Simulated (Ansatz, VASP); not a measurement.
One calculation of Pd, two programs

INCAR

```
  ALGO = Normal
  DIPOL = 0.5 0.5 0.500
  EDIFF = 1E-7
  ENCUT = 520
  GGA = PS
  IDIPOL = 3
  ISIF = 2
  ISMEAR = 1
  LASPH = T
  LCHARG = F
  LDIPOL = T
  LREAL = F
  LWAVE = F
  NBANDS = 44
  NELM = 100
  PREC = Accurate
  SIGMA = 0.1
```

KPOINTS

```
k-points
0
Gamma
  14 14 1
```

File POSCAR:

```
Pd
1.0
    2.7397185240      0.0000000000      0.0000000000
    1.3698592620      2.3726658410      0.0000000000
    0.0000000000      0.0000000000     29.4218248460
Pd
7
Direct
    0.0000000000      0.0000000000      0.2719069956
    0.3333333333      0.3333333333      0.3479379971
    0.6666666667      0.6666666667      0.4239689985
    0.0000000000      0.0000000000      0.5000000000
    0.3333333333      0.3333333333      0.5760310015
    0.6666666667      0.6666666667      0.6520620029
    0.0000000000      0.0000000000      0.7280930044
```

Input for Ansatz:

```yaml
crystal:
  lattice:
    - [2.739718524, 0.0, 0.0]
    - [1.369859262, 2.372665841, 0.0]
    - [0.0, 0.0, 29.421824846]
  atoms:
    - { symbol: Pd, position: [0.0, 0.0, 0.2719069956] }
    - { symbol: Pd, position: [0.3333333333, 0.3333333333, 0.3479379971] }
    - { symbol: Pd, position: [0.6666666667, 0.6666666667, 0.4239689985] }
    - { symbol: Pd, position: [0.0, 0.0, 0.5] }
    - { symbol: Pd, position: [0.3333333333, 0.3333333333, 0.5760310015] }
    - { symbol: Pd, position: [0.6666666667, 0.6666666667, 0.6520620029] }
    - { symbol: Pd, position: [0.0, 0.0, 0.7280930044] }
kpoints:
  mp_grid: { grid: [14, 14, 1] }
scf:
  occupations: { method: cold, width: 0.1 }
hamiltonian:
  xc: pbesol
  pseudopotentials: { kind: paw, azcp: { folder: soft_1 } }
output:
  forces: true
  stress: false
  populations: false
basis:
  ecutwfc: 600
efield:
  axis: 3
  dipole_correction: true
```

Alike in both runs: task single point; functional PBEsol; k mesh 14 × 14 × 1; no spin polarisation.

```csv
,VASP,Ansatz
version,VASP 6.6.1,Ansatz 0.2.0
potentials or method,"VASP PAW PBE potentials, release 64 (Pd), cutoff 520 eV","plane-wave PAW, scalar-relativistic"
occupations,"methfessel-paxton of order 1, width 0.1 eV","cold, width 0.1 eV"
valence electrons in the cell,70,126
```

Ansatz gave:

- rms of the force components (eV/Å): 0.035

Question: What did VASP give for the same quantities?

Answer: rms of the force components (eV/Å): 0.033.

VASP's potentials were made for PBE, not for PBEsol, and Ansatz warns of the same on its side. Atom by atom the forces differ by 0.003 eV/Å (rms over components). VASP's potentials hold 70 valence electrons a cell and Ansatz's 126, so a difference there can come from the potentials and not from the codes.
